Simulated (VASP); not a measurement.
# Ge15W (F-43m) in VASP: notebook

Ge15W is run at these levels: PBEsol+U; tasks: single point.

All numbers are computed with VASP 6.6.1; they aren't measurements. Logs are shortened: lines on timing, memory, paths and dates and some standing lists are left out, and cuts for length are marked.

## (1) The cell of the first run

Symmetry: F-43m, No. 216, cubic system. Conventional cell: a = 11.315 Å, b = 11.315 Å, c = 11.315 Å, α = 90.00°, β = 90.00°, γ = 90.00°. W (site symmetry -43m) has 4 Ge at 2.47 Å within 3.3 Å. Within 3.2 Å of Ge (site symmetry 2mm) lie 4 Ge at 2.44 to 2.45 Å. Ge (site symmetry -43m) has 4 Ge at 2.45 Å within 3.2 Å. Within 3.2 Å of Ge (site symmetry 3m) lie 3 Ge at 2.44 Å and 1 W at 2.47 Å. Within 3.2 Å of Ge (site symmetry 3m) lie 4 Ge at 2.45 Å.

## (2) Single point, PBEsol+U, collinear spin

File INCAR:

```
ALGO     = Normal         # electronic algorithm
EDIFF    = 1E-6           # SCF threshold, eV
ENCUT    = 520            # plane-wave cutoff, eV
GGA      = PS             # functional
ISIF     = 2              # what is computed and relaxed
ISMEAR   = 0              # smearing method
ISPIN    = 2              # spin polarisation
LASPH    = True           # aspherical terms in the spheres
LCHARG   = True           # write CHGCAR
LDAU     = True           # DFT+U
LDAUJ    = 0 0          
LDAUL    = 2 -1           # shell
LDAUPRINT= 1            
LDAUTYPE = 2            
LDAUU    = 4 0            # U, eV
LELF     = True           # ELF
LMAXMIX  = 4              # l up to which the mixer works
LORBIT   = 11             # projections on sites
LREAL    = Auto         
LVHAR    = True         
LWAVE    = False          # write WAVECAR
MAGMOM   = 1.5 0 0 0 0 0 0 0 -0.06 -0.06 -0.06 0 -0.06 0 0 0 # initial moments
NBANDS   = 130            # bands
NELM     = 150            # most SCF steps
PREC     = Accurate       # precision mode
SIGMA    = 0.05           # smearing width, eV
```

File KPOINTS:

```
k-points
0
Gamma
  3 3 3
```

File POSCAR:

```
Ge15W
1.0
    0.0000000000      5.6575400000      5.6575400000
    5.6575400000      0.0000000000      5.6575400000
    5.6575400000      5.6575400000      0.0000000000
W Ge
1 15
Direct
    1.0000000000      0.0000000000      0.0000000000
    0.9994882437      0.9994882437      0.5005117563
    0.9994882437      0.5005117563      0.9994882437
    0.9994882437      0.5005117563      0.5005117563
    0.5005117563      0.9994882437      0.9994882437
    0.5005117563      0.9994882437      0.5005117563
    0.5005117563      0.5005117563      0.9994882437
    0.5000000000      0.5000000000      0.5000000000
    0.1262845516      0.1262845516      0.1262845516
    0.1262845516      0.1262845516      0.6211463453
    0.1262845516      0.6211463453      0.1262845516
    0.1253257359      0.6248914214      0.6248914214
    0.6211463453      0.1262845516      0.1262845516
    0.6248914214      0.1253257359      0.6248914214
    0.6248914214      0.6248914214      0.1253257359
    0.6248914214      0.6248914214      0.6248914214
```

Potentials or basis: VASP PAW PBE potentials, release 64 (W_sv, Ge_d).

Launch:

```sh
$ cat potpaw_PBE.64/W_sv/POTCAR potpaw_PBE.64/Ge_d/POTCAR > POTCAR
$ mpirun -np 1 vasp_std > vasp.out
```

OUTCAR:

```text
EDIFF = 1E-6
   ENCUT = 520
   GGA = PS
   ISIF = 2
   ISMEAR = 0
   ISPIN = 2
   LASPH = True
   LORBIT = 11
   LREAL = Auto
   NELM = 150
   PREC = Accurate

 ion  position               nearest neighbor table
   1  0.000  0.000  0.000-  10 2.47  11 2.47  13 2.47   9 2.47
   2  0.999  0.999  0.501-   9 2.44  10 2.44  12 2.45  14 2.45
   3  0.999  0.501  0.999-   9 2.44  11 2.44  12 2.45  15 2.45
   4  0.999  0.501  0.501-  10 2.44  11 2.44  16 2.45  12 2.45
   5  0.501  0.999  0.999-   9 2.44  13 2.44  14 2.45  15 2.45
   6  0.501  0.999  0.501-  10 2.44  13 2.44  16 2.45  14 2.45
[... 8 lines left out ...]
  15  0.625  0.625  0.125-   3 2.45   5 2.45   7 2.45   8 2.45
  16  0.625  0.625  0.625-   4 2.45   6 2.45   7 2.45   8 2.45

  LATTYP: Found a face centered cubic cell.
 ALAT       =    11.3150800000

  Lattice vectors:

 A1 = (   0.0000000000,   5.6575400000,   5.6575400000)
 A2 = (   5.6575400000,   0.0000000000,   5.6575400000)
 A3 = (   5.6575400000,   5.6575400000,   0.0000000000)

Analysis of symmetry for initial positions (statically):
=====================================================================
 Subroutine PRICEL returns:
 Original cell was already a primitive cell.

 Routine SETGRP: Setting up the symmetry group for a
 face centered cubic supercell.

 Subroutine GETGRP returns: Found 24 space group operations
 (whereof 24 operations were pure point group operations)
 out of a pool of 48 trial point group operations.

The static configuration has the point symmetry T_d .

Analysis of symmetry for dynamics (positions and initial velocities):
=====================================================================
 Subroutine PRICEL returns:
 Original cell was already a primitive cell.

 Routine SETGRP: Setting up the symmetry group for a
 face centered cubic supercell.

 Subroutine GETGRP returns: Found 24 space group operations
 (whereof 24 operations were pure point group operations)
 out of a pool of 48 trial point group operations.

The dynamic configuration has the point symmetry T_d .

Analysis of structural, dynamic, and magnetic symmetry:
=====================================================================
 Subroutine PRICEL returns:
 Original cell was already a primitive cell.

 Routine SETGRP: Setting up the symmetry group for a
 face centered cubic supercell.

 Subroutine GETGRP returns: Found 24 space group operations
 (whereof 24 operations were pure point group operations)
 out of a pool of 48 trial point group operations.

The overall configuration has the point symmetry T_d .

 Subroutine INISYM returns: Found 24 space group operations
 (whereof 24 operations are pure point group operations),
 and found     1 'primitive' translations

----------------------------------------------------------------------------------------

                                     Primitive cell

  volume of cell :     362.1704

  direct lattice vectors                    reciprocal lattice vectors
     0.000000000  5.657540000  5.657540000    -0.088377634  0.088377634  0.088377634
     5.657540000  0.000000000  5.657540000     0.088377634 -0.088377634  0.088377634
     5.657540000  5.657540000  0.000000000     0.088377634  0.088377634 -0.088377634

  length of vectors
     8.000969798  8.000969798  8.000969798     0.153074553  0.153074553  0.153074553

  position of ions in fractional coordinates (direct lattice)
     0.000000000  0.000000000  0.000000000
     0.999488244  0.999488244  0.500511756
     0.999488244  0.500511756  0.999488244
     0.999488244  0.500511756  0.500511756
     0.500511756  0.999488244  0.999488244
     0.500511756  0.999488244  0.500511756
[... 8 lines left out ...]
     0.624891421  0.624891421  0.125325736
     0.624891421  0.624891421  0.624891421

  ion indices of the primitive-cell ions
   primitive index   ion index
[... 96 lines left out ...]
   GGA     = PS    functional components
   LHFCALC =     F    Hartree Fock is set to
   AEXX    =    0.0000 exact exchange contribution
   IVDW    =     0    specifies the selected vdW correction
   LEPSILON=     F    determine dielectric tensor
   LRPA    =     F    only Hartree local field effects (RPA)
 spin polarized calculation
 Gauss-broadening in eV      SIGMA  =   0.05
  energy-cutoff  :      520.00
  volume of cell :      362.17
 maximum number of plane-waves:      9765
   NGX = 29   NGY = 29   NGZ = 29

atom =   1  type =  1  l = 2

 onsite density matrix

spin component  1

  0.4104  0.0000  0.0000  0.0000  0.0000
  0.0000  0.4104 -0.0000  0.0000 -0.0000
  0.0000 -0.0000  0.6697 -0.0000 -0.0000
  0.0000  0.0000 -0.0000  0.4104 -0.0000
  0.0000 -0.0000 -0.0000 -0.0000  0.6697

spin component  2

  0.2661  0.0000 -0.0000  0.0000  0.0000
  0.0000  0.2661 -0.0000  0.0000 -0.0000
 -0.0000 -0.0000  0.0474  0.0000 -0.0000
  0.0000  0.0000  0.0000  0.2661  0.0000
  0.0000 -0.0000 -0.0000  0.0000  0.0474

 occupancies and eigenvectors

  o =  0.0474  v =  0.0000  0.0000  0.0000  0.0000  0.0000  0.0000 -0.0000 -0.9953 -0.0000 -0.0973      0.0000  0.0000  0.0000  0.0000  0.0000  0.0000  0.0000  0.0000  0.0000  0.0000
  o =  0.0474  v =  0.0000  0.0000  0.0000  0.0000  0.0000  0.0000 -0.0000 -0.0973 -0.0000  0.9953      0.0000  0.0000  0.0000  0.0000  0.0000  0.0000  0.0000  0.0000  0.0000  0.0000
  o =  0.2661  v =  0.0000  0.0000  0.0000  0.0000  0.0000  0.0000 -0.7692  0.0000 -0.6390  0.0000      0.0000  0.0000  0.0000  0.0000  0.0000  0.0000  0.0000  0.0000  0.0000  0.0000
  o =  0.2661  v =  0.0000  0.0000  0.0000  0.0000  0.0000  0.0000 -0.6390 -0.0000  0.7692 -0.0000      0.0000  0.0000  0.0000  0.0000  0.0000  0.0000  0.0000  0.0000  0.0000  0.0000
  o =  0.2661  v =  0.0000  0.0000  0.0000  0.0000  0.0000  1.0000  0.0000  0.0000  0.0000  0.0000      0.0000  0.0000  0.0000  0.0000  0.0000  0.0000  0.0000  0.0000  0.0000  0.0000
  o =  0.4104  v =  1.0000  0.0000  0.0000  0.0000  0.0000  0.0000  0.0000  0.0000  0.0000  0.0000      0.0000  0.0000  0.0000  0.0000  0.0000  0.0000  0.0000  0.0000  0.0000  0.0000
  o =  0.4104  v =  0.0000  0.9603  0.0000  0.2791  0.0000  0.0000  0.0000  0.0000  0.0000  0.0000      0.0000  0.0000  0.0000  0.0000  0.0000  0.0000  0.0000  0.0000  0.0000  0.0000
  o =  0.4104  v =  0.0000  0.2791 -0.0000 -0.9603  0.0000  0.0000  0.0000  0.0000  0.0000  0.0000      0.0000  0.0000  0.0000  0.0000  0.0000  0.0000  0.0000  0.0000  0.0000  0.0000
  o =  0.6697  v =  0.0000 -0.0000 -0.9995  0.0000 -0.0305  0.0000  0.0000  0.0000  0.0000  0.0000      0.0000  0.0000  0.0000  0.0000  0.0000  0.0000  0.0000  0.0000  0.0000  0.0000
  o =  0.6697  v =  0.0000 -0.0000 -0.0305  0.0000  0.9995  0.0000  0.0000  0.0000  0.0000  0.0000      0.0000  0.0000  0.0000  0.0000  0.0000  0.0000  0.0000  0.0000  0.0000  0.0000

 number of electron     224.0000128 magnetization       1.9998021

 Free energy of the ion-electron system (eV)
  ---------------------------------------------------
  ext. energy  EPLUGINS =         0.00000000
  ---------------------------------------------------
  free energy    TOTEN  =       -79.73639791 eV

  energy without entropy =      -79.73639790  energy(sigma->0) =      -79.73639791

 E-fermi :   4.6708     XC(G=0): -10.2113

 val. band max:        4.4901367919   @ k =   0.0000   0.0000   0.0000
 cond. band min:       4.8604808882   @ k =  -0.3333   0.3333   0.0000
 fundamental gap:      0.3703440963
 Fermi energy:         4.6707762810

 spin component 1

 k-point     1 :       0.0000    0.0000    0.0000
  band No.  band energies     occupation
      1     -69.6270      1.00000
      2     -34.0071      1.00000
      3     -34.0071      1.00000
      4     -34.0071      1.00000
      5     -19.8346      1.00000
      6     -19.8346      1.00000
[... 497 lines left out ...]
    123       8.0939      0.00000
    124       8.1587      0.00000
 Fermi energy:         4.6707762810

 spin component 2

 k-point     1 :       0.0000    0.0000    0.0000
  band No.  band energies     occupation
      1     -68.8805      1.00000
      2     -32.9950      1.00000
      3     -32.9950      1.00000
      4     -32.9950      1.00000
      5     -19.8339      1.00000
      6     -19.8339      1.00000
[... 497 lines left out ...]
    123       8.1096      0.00000
    124       8.1934      0.00000
 [bands above 124 left out]

------------------------ aborting loop because EDIFF is reached ----------------------------------------

  FORCE on cell =-STRESS in cart. coord.  units (eV):
  Direction    XX          YY          ZZ          XY          YZ          ZX
  --------------------------------------------------------------------------------------
  -------------------------------------------------------------------------------------
  Total        4.0117673      4.0117673      4.0117673     -0.0000000     -0.0000000      0.0000000
  in kB       17.7473460     17.7473460     17.7473460     -0.0000000     -0.0000000      0.0000000
  external PRESSURE =      17.7473460 kB  Pullay stress =       0.0000000 kB

 VOLUME and BASIS-vectors are now :
 -----------------------------------------------------------------------------
  energy-cutoff  :      520.00
  volume of cell :      362.17
      direct lattice vectors                 reciprocal lattice vectors
     0.000000000  5.657540000  5.657540000    -0.088377634  0.088377634  0.088377634
     5.657540000  0.000000000  5.657540000     0.088377634 -0.088377634  0.088377634
     5.657540000  5.657540000  0.000000000     0.088377634  0.088377634 -0.088377634

 POSITION                                       TOTAL-FORCE (eV/Angst)
 -----------------------------------------------------------------------------------
      0.00000      0.00000      0.00000        -0.000000     -0.000000     -0.000000
      8.48631      8.48631     11.30929        -0.000000     -0.000000      0.019735
      8.48631     11.30929      8.48631        -0.000000      0.019735     -0.000000
      5.66333      8.48631      8.48631        -0.019735     -0.000000     -0.000000
     11.30929      8.48631      8.48631         0.019735     -0.000000     -0.000000
      8.48631      5.66333      8.48631        -0.000000     -0.019735     -0.000000
[... 8 lines left out ...]
      4.24438      4.24438      7.07070         0.000020      0.000020     -0.000020
      7.07070      7.07070      7.07070        -0.000020     -0.000020     -0.000020
 -----------------------------------------------------------------------------------
    total drift:                                0.000001      0.000001      0.000001

  FREE ENERGIE OF THE ION-ELECTRON SYSTEM (eV)
  ---------------------------------------------------
  free  energy   TOTEN  =       -79.7363979114 eV

  energy  without entropy=      -79.7363979045  energy(sigma->0) =      -79.73639791

 total charge

# of ion       s       p       d       tot
------------------------------------------
    1        2.422   6.147   3.416  11.985
    2        1.126   1.256  10.025  12.407
    3        1.126   1.256  10.025  12.407
    4        1.126   1.256  10.025  12.407
    5        1.126   1.256  10.025  12.407
    6        1.126   1.256  10.025  12.407
[... 8 lines left out ...]
   15        1.121   1.267  10.024  12.413
   16        1.121   1.267  10.024  12.413
--------------------------------------------------
tot         19.312  25.329 153.810 198.451

 magnetization (x)

# of ion       s       p       d       tot
------------------------------------------
    1        0.030  -0.005   1.659   1.684
    2        0.005   0.011  -0.001   0.014
    3        0.005   0.011  -0.001   0.014
    4        0.005   0.011  -0.001   0.014
    5        0.005   0.011  -0.001   0.014
    6        0.005   0.011  -0.001   0.014
[... 8 lines left out ...]
   15       -0.001   0.003  -0.000   0.002
   16       -0.001   0.003  -0.000   0.002
--------------------------------------------------
tot          0.010  -0.092   1.713   1.631
```

Run time: 23 min. Hardware: 1 thread of Oxide Virtual Turin-like, shared host; peak memory 0.76 GiB.

What came out:

* Free energy: -79.7364 eV
* Pressure: 1.8 GPa
* Largest force: 0.193 eV/Å
* Band gap on the k mesh: 0.37 eV (least direct gap 0.40 eV)
* Net moment: 2.00 μB per cell
* Site moments: W +1.68; Ge +0.01, -0.00, -0.04, +0.00 (each value once) μB
* Valence electrons inside the program's atomic spheres: W 11.98; Ge 12.41, 12.49 (each value once)

Forces in eV/Å, atoms in the order of the input:
```
W    0.000  0.000  0.000
Ge   0.000  0.000  0.020
Ge   0.000  0.020  0.000
Ge  -0.020  0.000  0.000
Ge   0.020  0.000  0.000
Ge   0.000 -0.020  0.000
Ge   0.000  0.000 -0.020
Ge   0.000  0.000  0.000
Ge   0.111  0.111  0.111
Ge  -0.111 -0.111  0.111
Ge  -0.111  0.111 -0.111
Ge   0.000  0.000  0.000
Ge   0.111 -0.111 -0.111
Ge   0.000  0.000  0.000
Ge   0.000  0.000  0.000
Ge   0.000  0.000  0.000
```

Eigenvalues of the final occupation matrices:
| site | spin | trace | eigenvalues |
| --- | --- | --- | --- |
| site 1 d | 1 | 2.57 | 0.41 0.41 0.41 0.67 0.67 |
| site 1 d | 2 | 0.89 | 0.05 0.05 0.27 0.27 0.27 |

Caveat: the PAW data sets were made with another functional, which shifts forces and pressure a little; spin-orbit coupling is left out, which moves the levels of the heavy elements; an odd mesh through Γ misses points on the zone boundary, where band edges can lie; the U is typed as a test and isn't derived for this compound.

(Part 1 of 2 ends here.)
